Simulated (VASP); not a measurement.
# ZnSiP2 (I-42d) in VASP: further runs

The runs below take ZnSiP2 through single point, with PBE.

All numbers are computed with VASP 6.6.1; they aren't measurements. Logs are shortened: lines on timing, memory, paths and dates and some standing lists are left out, and cuts for length are marked.

### 1 The cell of the first run

It takes space group I-42d (No. 122, tetragonal). Conventional cell: a = 5.377 Å, b = 5.377 Å, c = 10.468 Å, α = 90.00°, β = 90.00°, γ = 90.00°. Within 3.1 Å of Zn (site symmetry -4) lie 4 P at 2.36 Å. Within 3.0 Å of P (site symmetry 2) lie 2 Si at 2.26 Å and 2 Zn at 2.36 Å. Within 3.0 Å of Si (site symmetry -4) lie 4 P at 2.26 Å.

### 2 Single point, PBE

File INCAR:

```
  PREC = Accurate
  ENCUT = 500
  EDIFF = 1E-6
  ISMEAR = 0
  SIGMA = 0.01
  LREAL = F
  LASPH = T
  NELM = 120
  ALGO = Normal
  ISIF = 2
  LWAVE = F
  LCHARG = T
  GGA = PE
  LELF = T
  LVHAR = T
  NBANDS = 36
  GGA_COMPAT = F
```

File KPOINTS:

```
regular mesh
0
Gamma
  6 6 6
```

File POSCAR:

```
ZnSiP2
1.0
   -2.6884958093      2.6884958093      5.2338441044
    2.6884958093     -2.6884958093      5.2338441044
    2.6884958093      2.6884958093     -5.2338441044
Zn P Si
2 4 2
Direct
    0.0000000000      0.0000000000      0.0000000000
    0.7500000000      0.2500000000      0.5000000000
    0.3750000000      0.3918255997      0.5168255997
    0.1418255997      0.6250000000      0.0168255997
    0.8750000000      0.8581744003      0.4831744003
    0.6081744003      0.1250000000     -0.0168255997
    0.5000000000      0.5000000000      0.0000000000
    0.2500000000      0.7500000000      0.5000000000
```

Potentials or basis: VASP PAW PBE potentials, release 64 (Zn, P, Si).

On the command line:

```
$ cat potpaw_PBE.64/Zn/POTCAR potpaw_PBE.64/P/POTCAR potpaw_PBE.64/Si/POTCAR > POTCAR
$ mpirun -np 1 vasp_std > vasp.out
```

OUTCAR:

```text
PREC = Accurate
   ENCUT = 500
   EDIFF = 1E-6
   ISMEAR = 0
   LREAL = F
   LASPH = T
   NELM = 120
   ISIF = 2
   GGA = PE

 ion  position               nearest neighbor table
   1  0.000  0.000  0.000-   3 2.36   4 2.36   6 2.36   5 2.36
   2  0.750  0.250  0.500-   4 2.36   3 2.36   5 2.36   6 2.36
   3  0.375  0.392  0.517-   7 2.26   8 2.26   2 2.36   1 2.36
   4  0.142  0.625  0.017-   7 2.26   8 2.26   1 2.36   2 2.36
   5  0.875  0.858  0.483-   7 2.26   8 2.26   1 2.36   2 2.36
   6  0.608  0.125  0.983-   8 2.26   7 2.26   2 2.36   1 2.36
   7  0.500  0.500  0.000-   5 2.26   4 2.26   3 2.26   6 2.26
   8  0.250  0.750  0.500-   6 2.26   4 2.26   5 2.26   3 2.26

  LATTYP: Found a body centered tetragonal cell.
 ALAT       =     5.3769916186
 C/A-ratio  =     1.9467555375

  Lattice vectors:

 A1 = (  -2.6884958093,   2.6884958093,   5.2338441044)
 A2 = (   2.6884958093,  -2.6884958093,   5.2338441044)
 A3 = (   2.6884958093,   2.6884958093,  -5.2338441044)

Analysis of symmetry for initial positions (statically):
=====================================================================
 Subroutine PRICEL returns:
 Original cell was already a primitive cell.

 Routine SETGRP: Setting up the symmetry group for a
 body centered tetragonal supercell.

 Subroutine GETGRP returns: Found  8 space group operations
 (whereof  4 operations were pure point group operations)
 out of a pool of 16 trial point group operations.

The static configuration has the point symmetry S_4 .
 The point group associated with its full space group is D_2d.

Analysis of symmetry for dynamics (positions and initial velocities):
=====================================================================
 Subroutine PRICEL returns:
 Original cell was already a primitive cell.

 Routine SETGRP: Setting up the symmetry group for a
 body centered tetragonal supercell.

 Subroutine GETGRP returns: Found  8 space group operations
 (whereof  4 operations were pure point group operations)
 out of a pool of 16 trial point group operations.

The dynamic configuration has the point symmetry S_4 .
 The point group associated with its full space group is D_2d.

 Subroutine INISYM returns: Found  8 space group operations
 (whereof  4 operations are pure point group operations),
 and found     1 'primitive' translations

----------------------------------------------------------------------------------------

[... 103 lines left out ...]
   NELM   =    120;   NELMIN=  2; NELMDL= -5     # of ELM steps
   EDIFF  = 0.1E-05   stopping-criterion for ELM
   LREAL  =      F    real-space projection
   EDIFFG = 0.1E-04   stopping-criterion for IOM
   NSW    =      0    number of steps for IOM
   IBRION =     -1    ionic relax: 0-MD 1-quasi-New 2-CG
   NFREE  =      0    steps in history (QN), initial steepest desc. (CG)
   ISIF   =      2    stress and relaxation
   ISYM   =      2    0-nonsym 1-usesym 2-fastsym
   POTIM  = 0.5000    time-step for ionic-motion
   TEBEG  =    0.0;   TEEND  =   0.0 temperature during run
   PSTRESS=    0.0 pullay stress
   NELECT =      52.0000    total number of electrons
   NUPDOWN=      -1.0000    fix difference up-down
   EMIN   =  10.00;   EMAX   =-10.00  energy-range for DOS
   EFERMI =   0.00;   METHOD = LEGACY
   ISMEAR =     0;   SIGMA  =   0.01  broadening in eV -4-tet -1-fermi 0-gaus
   EFERMI_NEDOS =   21; number of points for ismear=-14 and -15
   IALGO  =     38    algorithm
   IMIX   =      4    mixing-type and parameters
     AMIX     =   0.40;   BMIX     =  1.00
     AMIX_MAG =   1.60;   BMIX_MAG =  1.00
  volume/ion in A,a.u.               =      18.92       127.65
  Fermi-wavevector in a.u.,A,eV,Ry     =   1.146681  2.166914 17.890005  1.314878
  Thomas-Fermi vector in A             =   2.283365
   LORBIT       =      0    0 simple, 1 ext, 2 COOP (PROOUT), +10 PAW based schemes
   GGA     = PE    functional components
   LHFCALC =     F    Hartree Fock is set to
   AEXX    =    0.0000 exact exchange contribution
   IVDW    =     0    specifies the selected vdW correction
   LEPSILON=     F    determine dielectric tensor
   LRPA    =     F    only Hartree local field effects (RPA)
 non-spin polarized calculation
 Gauss-broadening in eV      SIGMA  =   0.01
  energy-cutoff  :      500.00
  volume of cell :      151.32
 maximum number of plane-waves:      3860
   NGX = 23   NGY = 23   NGZ = 23

 number of electron      52.0000017 magnetization

 Free energy of the ion-electron system (eV)
  ---------------------------------------------------
  ext. energy  EPLUGINS =         0.00000000
  ---------------------------------------------------
  free energy    TOTEN  =       -37.18370930 eV

  energy without entropy =      -37.18370930  energy(sigma->0) =      -37.18370930

 E-fermi :   4.6820     XC(G=0):  -9.8012

 val. band max:        4.6317968880   @ k =   0.0000   0.0000   0.0000
 cond. band min:       5.9471292698   @ k =   0.0000   0.0000   0.0000
 fundamental gap:      1.3153323818
 Fermi energy:         4.6820312805

 k-point     1 :       0.0000    0.0000    0.0000
  band No.  band energies     occupation
      1      -8.4121      2.00000
      2      -5.4796      2.00000
      3      -5.4731      2.00000
      4      -5.4731      2.00000
      5      -3.9548      2.00000
      6      -2.1721      2.00000
[... 925 lines left out ...]
     35       9.3719      0.00000
     36      10.0312      0.00000

 [... further k-points ...]
[... 5 lines left out ...]
  --------------------------------------------------------------------------------------
  -------------------------------------------------------------------------------------
  Total        1.8954944      1.8954944      1.8357551      0.0000000      0.0000000      0.0000000
  in kB       20.0693626     20.0693626     19.4368478      0.0000000      0.0000000      0.0000000
  external PRESSURE =      19.8585244 kB  Pullay stress =       0.0000000 kB

 VOLUME and BASIS-vectors are now :
 -----------------------------------------------------------------------------
  energy-cutoff  :      500.00
  volume of cell :      151.32
      direct lattice vectors                 reciprocal lattice vectors
    -2.688495809  2.688495809  5.233844104     0.000000000  0.185977601  0.095532077
     2.688495809 -2.688495809  5.233844104     0.185977601  0.000000000  0.095532077
     2.688495809  2.688495809 -5.233844104     0.185977601  0.185977601  0.000000000

 POSITION                                       TOTAL-FORCE (eV/Angst)
 -----------------------------------------------------------------------------------
      0.00000      0.00000      0.00000        -0.000000      0.000000      0.000000
      0.00000      2.68850      2.61692        -0.000000      0.000000     -0.000000
      1.43472      1.34425      1.30846         0.014081      0.000000      0.000000
      1.34425     -1.25378      3.92538         0.000000      0.014081      0.000000
      1.25378      1.34425      6.54231        -0.014081      0.000000      0.000000
      1.34425      3.94227     -1.30846        -0.000000     -0.014081      0.000000
      0.00000      0.00000      5.23384         0.000000      0.000000      0.000000
      2.68850      0.00000      2.61692         0.000000      0.000000      0.000000
 -----------------------------------------------------------------------------------
    total drift:                               -0.000001     -0.000001     -0.000003

  FREE ENERGIE OF THE ION-ELECTRON SYSTEM (eV)
  ---------------------------------------------------
  free  energy   TOTEN  =       -37.1837092984 eV

  energy  without entropy=      -37.1837092984  energy(sigma->0) =      -37.18370930
```

Run time: 2.7 min. Hardware: 1 thread of Intel Xeon Platinum 8488C (Sapphire Rapids), shared host; peak memory 0.39 GiB.

Results:

```
Free energy            : -37.1837 eV
Pressure               : 2.0 GPa
Largest force          : 0.014 eV/Å
Band gap on the k mesh : 1.32 eV
```

Forces on the atoms (eV/Å):
```
Zn   0.000  0.000  0.000
Zn   0.000  0.000  0.000
P    0.014  0.000  0.000
P    0.000  0.014  0.000
P   -0.014  0.000  0.000
P    0.000 -0.014  0.000
Si   0.000  0.000  0.000
Si   0.000  0.000  0.000
```

Levels at points of the mesh, in eV from the valence-band top:
```csv
k point,band 22,band 23,band 24,band 25,band 26,band 27,band 28,band 29,band 30,band 31
"(0.00, 0.00, 0.00)",-2.34,-2.34,-0.13,-0.13,0.00,1.32,1.90,2.62,3.31,3.31
"(0.50, 0.00, 0.00)",-2.73,-2.17,-1.75,-1.45,-0.79,2.75,2.88,2.98,4.22,4.32
"(0.50, 0.50, 0.00)",-1.83,-1.04,-1.04,-0.55,-0.55,1.99,1.99,3.16,3.16,3.90
"(0.50, 0.50, 0.50)",-2.18,-1.89,-1.89,-1.12,-1.12,1.53,1.53,1.71,1.71,2.57
```

A k mesh can miss the band edges.

### 3 Single point, PBE

This run uses another cell than the first one, of 19.34 Å³/atom.

File INCAR:

```
SYSTEM = ZnSiP2
PREC     = Accurate       ! precision mode
ENCUT    = 500            ! plane-wave cutoff, eV
EDIFF    = 1E-6           ! SCF threshold, eV
ISMEAR   = 0              ! smearing method
SIGMA    = 0.01           ! smearing width, eV
LREAL    = .FALSE.        ! projectors in reciprocal space
LASPH    = .TRUE.         ! aspherical terms in the spheres
NELM     = 120            ! most SCF steps
ALGO     = Normal         ! electronic algorithm
ISIF     = 2              ! what is computed and relaxed
LWAVE    = .FALSE.        ! write WAVECAR
LCHARG   = .FALSE.        ! write CHGCAR
GGA      = PE             ! functional
NBANDS   = 36             ! bands
GGA_COMPAT= .FALSE.
```

File KPOINTS:

```
Automatic mesh
0
G
  6 6 6
  0 0 0
```

File POSCAR:

```
ZnSiP2
1.0
   -2.7092501412      2.7092501412      5.2696904864
    2.7092501412     -2.7092501412      5.2696904864
    2.7092501412      2.7092501412     -5.2696904864
Zn P Si
2 4 2
Direct
    0.0000000000      0.0000000000      0.0000000000
    0.7500000000      0.2500000000      0.5000000000
    0.3750000000      0.3923061802      0.5173061802
    0.1423061802      0.6250000000      0.0173061802
    0.8750000000      0.8576938198      0.4826938198
    0.6076938198      0.1250000000     -0.0173061802
    0.5000000000      0.5000000000      0.0000000000
    0.2500000000      0.7500000000      0.5000000000
```

Potentials or basis: VASP PAW PBE potentials, release 64 (Zn, P, Si).

On the command line:

```
$ cat potpaw_PBE.64/Zn/POTCAR potpaw_PBE.64/P/POTCAR potpaw_PBE.64/Si/POTCAR > POTCAR
$ mpirun -np 1 vasp_std > vasp.out
```

Run time: 2.6 min. Hardware: 1 thread of Intel Xeon Platinum 8488C (Sapphire Rapids), shared host; peak memory 0.4 GiB.

It converged, with:

```yaml
Free_energy: -37.2049 eV
Pressure: 0.0 GPa
Largest_force: 0.029 eV/Å
Band_gap_on_the_k_mesh: 1.36 eV
```

Forces on the atoms (eV/Å):
```
Zn   0.000  0.000  0.000
Zn   0.000  0.000  0.000
P    0.029  0.000  0.000
P    0.000  0.029  0.000
P   -0.029  0.000  0.000
P    0.000 -0.029  0.000
Si   0.000  0.000  0.000
Si   0.000  0.000  0.000
```

Levels at points of the mesh, in eV from the valence-band top:
| k point | band 24 | band 25 | band 26 | band 27 | band 28 | band 29 |
| --- | --- | --- | --- | --- | --- | --- |
| (0.00, 0.00, 0.00) | -0.13 | -0.13 | 0.00 | 1.36 | 1.91 | 2.43 |
| (0.50, 0.00, 0.00) | -1.70 | -1.41 | -0.76 | 2.73 | 2.87 | 2.93 |
| (0.50, 0.50, 0.00) | -1.02 | -0.54 | -0.54 | 1.92 | 1.92 | 3.13 |
| (0.50, 0.50, 0.50) | -1.85 | -1.08 | -1.08 | 1.56 | 1.56 | 1.74 |

A k mesh can miss the band edges.

### 4 Single point, PBE (19.92 Å³/atom)

This run uses another cell than the first one, of 19.92 Å³/atom.

File INCAR:

```
SYSTEM = ZnSiP2
PREC = Accurate
ENCUT = 500
EDIFF = 1E-6
ISMEAR = 0
SIGMA = 0.01
LREAL = .FALSE.
LASPH = .TRUE.
NELM = 120
ALGO = Normal
ISIF = 2
LWAVE = .FALSE.
LCHARG = .TRUE.
GGA = PE
LELF = .TRUE.
LVHAR = .TRUE.
NBANDS = 36
GGA_COMPAT = .FALSE.
```

KPOINTS is that of step 3.

POSCAR: that of step 3 with these lines changed.

```diff
@@ -2,5 +2,5 @@
 1.0
-   -2.7092501412      2.7092501412      5.2696904864
-    2.7092501412     -2.7092501412      5.2696904864
-    2.7092501412      2.7092501412     -5.2696904864
+   -2.7360761447      2.7360761447      5.3218690331
+    2.7360761447     -2.7360761447      5.3218690331
+    2.7360761447      2.7360761447     -5.3218690331
 Zn P Si
```

On the command line:

```
$ cat potpaw_PBE.64/Zn/POTCAR potpaw_PBE.64/P/POTCAR potpaw_PBE.64/Si/POTCAR > POTCAR
$ mpirun -np 1 vasp_std > vasp.out
```

Wall time 2.7 min (1 thread of Intel Xeon Platinum 8488C (Sapphire Rapids), shared host); peak memory 0.4 GiB.

It converged, with:

- Free energy: -37.1700 eV
- Pressure: -2.4 GPa
- Largest force: 0.086 eV/Å
- Band gap on the k mesh: 1.42 eV

Forces on the atoms (eV/Å):
```
Zn   0.000  0.000  0.000
Zn   0.000  0.000  0.000
P    0.086  0.000  0.000
P    0.000  0.086  0.000
P   -0.086  0.000  0.000
P    0.000 -0.086  0.000
Si   0.000  0.000  0.000
Si   0.000  0.000  0.000
```

Levels at points of the mesh, in eV from the valence-band top:
| k point | band 22 | band 23 | band 24 | band 25 | band 26 | band 27 | band 28 | band 29 | band 30 | band 31 |
| --- | --- | --- | --- | --- | --- | --- | --- | --- | --- | --- |
| (0.00, 0.00, 0.00) | -2.20 | -2.20 | -0.13 | -0.13 | 0.00 | 1.42 | 1.93 | 2.17 | 3.26 | 3.26 |
| (0.50, 0.00, 0.00) | -2.61 | -2.09 | -1.64 | -1.36 | -0.72 | 2.70 | 2.84 | 2.86 | 4.13 | 4.28 |
| (0.50, 0.50, 0.00) | -1.76 | -1.00 | -1.00 | -0.52 | -0.52 | 1.81 | 1.81 | 3.08 | 3.08 | 3.88 |
| (0.50, 0.50, 0.50) | -2.12 | -1.80 | -1.80 | -1.03 | -1.03 | 1.61 | 1.61 | 1.75 | 1.75 | 2.60 |

A k mesh can miss the band edges.

### 5 Single point, PBE (20.50 Å³/atom)

This run uses another cell than the first one, of 20.50 Å³/atom.

File INCAR:

```
SYSTEM = ZnSiP2
  ALGO = Normal
  EDIFF = 1E-6
  ENCUT = 500
  GGA = PE
  GGA_COMPAT = .False.
  ISIF = 2
  ISMEAR = 0
  LASPH = .True.
  LCHARG = .False.
  LREAL = .False.
  LWAVE = .False.
  NBANDS = 36
  NELM = 120
  PREC = Accurate
  SIGMA = 0.01
```

File KPOINTS:

```
k-points
0
Gamma
  6 6 6
  0 0 0
```

POSCAR: that of step 4 with these lines changed.

```diff
@@ -2,5 +2,5 @@
 1.0
-   -2.7360761447      2.7360761447      5.3218690331
-    2.7360761447     -2.7360761447      5.3218690331
-    2.7360761447      2.7360761447     -5.3218690331
+   -2.7623861832      2.7623861832      5.3730439901
+    2.7623861832     -2.7623861832      5.3730439901
+    2.7623861832      2.7623861832     -5.3730439901
 Zn P Si
```

On the command line:

```
$ cat potpaw_PBE.64/Zn/POTCAR potpaw_PBE.64/P/POTCAR potpaw_PBE.64/Si/POTCAR > POTCAR
$ mpirun -np 1 vasp_std > vasp.out
```

Run time: 2.7 min. Hardware: 1 thread of Intel Xeon Platinum 8488C (Sapphire Rapids), shared host; peak memory 0.4 GiB.

The run converged. Its results:

* Free energy: -37.0718 eV
* Pressure: -4.4 GPa
* Largest force: 0.136 eV/Å
* Band gap on the k mesh: 1.47 eV

Forces in eV/Å, atoms in the order of the input:
```
Zn   0.000  0.000  0.000
Zn   0.000  0.000  0.000
P    0.136  0.000  0.000
P    0.000  0.136  0.000
P   -0.136  0.000  0.000
P    0.000 -0.136  0.000
Si   0.000  0.000  0.000
Si   0.000  0.000  0.000
```

Levels at points of the mesh, in eV from the valence-band top:
```
           k point  band 22  band 23  band 24  band 25  band 26  band 27  band 28  band 29  band 30  band 31
(0.00, 0.00, 0.00)    -2.12    -2.12    -0.13    -0.13     0.00     1.47     1.92     1.95     3.23     3.23
(0.50, 0.00, 0.00)    -2.55    -2.05    -1.58    -1.32    -0.69     2.66     2.75     2.85     4.07     4.27
(0.50, 0.50, 0.00)    -1.72    -0.97    -0.97    -0.51    -0.51     1.72     1.72     3.04     3.04     3.87
(0.50, 0.50, 0.50)    -2.10    -1.75    -1.75    -0.99    -0.99     1.64     1.64     1.76     1.76     2.61
```

Caveat: the cell stands under tension.

### 6 Overview

```csv
cell,gap on the mesh (eV),pressure (GPa),largest force (eV/Å)
"a = 6.469 Å, angles 130.9, 130.9, 72.0°, 8 atoms",1.32,2.0,0.01
"a = 6.515 Å, angles 130.9, 130.9, 72.0°, 8 atoms",1.36,0.0,0.03
"a = 6.580 Å, angles 130.9, 130.9, 72.0°, 8 atoms",1.42,-2.4,0.09
"a = 6.643 Å, angles 130.9, 130.9, 72.0°, 8 atoms",1.47,-4.4,0.14
```

Alike in all rows: task single point; level PBE; potentials or basis VASP PAW PBE potentials, release 64 (Zn, P, Si); no spin polarisation; k mesh 6 × 6 × 6; cutoff (eV) 500; smearing gaussian 0.01 eV.

Caveats: the cell stands under tension (at least some runs).

Total energies depend on the potentials used, so only differences within one code and one set of settings carry meaning.
